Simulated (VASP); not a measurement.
A run of VASP 6.6.1 is set up as follows.

File INCAR:

```
SYSTEM = MnFeSe2
ALGO = Normal
EDIFF = 1E-6
ENCUT = 600
GGA = PE
GGA_COMPAT = .FALSE.
ISIF = 2
ISMEAR = -1
ISPIN = 2
LASPH = .TRUE.
LCHARG = .TRUE.
LDAU = .TRUE.
LDAUJ = 0 0 0
LDAUL = 2 2 -1
LDAUPRINT = 1
LDAUTYPE = 2
LDAUU = 1 1 0
LELF = .TRUE.
LMAXMIX = 4
LORBIT = 11
LREAL = .FALSE.
LVHAR = .TRUE.
LWAVE = .FALSE.
MAGMOM = 5 -4 0 0
NBANDS = 28
NELM = 200
PREC = Accurate
SIGMA = 0.1
```

File KPOINTS:

```
k-points
0
G
  4 4 4
  0 0 0
```

Contents of POSCAR:

```
MnFeSe2
1.0
    5.4000000000      2.7000000000      2.7000000000
    2.7000000000      5.4000000000      2.7000000000
    2.7000000000      2.7000000000      5.4000000000
Mn Fe Se
1 1 2
Direct
    0.0000000000      0.0000000000      0.0000000000
    0.5000000000      0.5000000000      0.5000000000
    0.2500000000      0.2500000000      0.2500000000
    0.7500000000      0.7500000000      0.7500000000
```

Potentials or basis: VASP PAW PBE potentials, release 64 (Mn_pv, Fe, Se).

Launch:

```console
$ cat potpaw_PBE.64/Mn_pv/POTCAR potpaw_PBE.64/Fe/POTCAR potpaw_PBE.64/Se/POTCAR > POTCAR
$ mpirun -np 1 vasp_std > vasp.out
```

Problem. Predict the band gap on the k mesh.

Solution. Zero (filled and empty bands overlap).

Problem. What does it give for the pressure?

Solution. -2.2 GPa.

Problem. Predict the net moment.

Solution. 1.00 μB per cell.

Eigenvalues of the final occupation matrices:
```
    site  spin  trace               eigenvalues
site 1 d     1   4.59  0.92 0.92 0.92 0.92 0.92
site 1 d     2   0.36  0.02 0.02 0.02 0.14 0.14
site 2 d     1   1.40  0.06 0.17 0.17 0.50 0.50
site 2 d     2   4.71  0.94 0.94 0.94 0.95 0.95
```

Caveat: the k points lie up to 0.48 Å⁻¹ apart. The state reached can hang on the start; a lower one may exist.
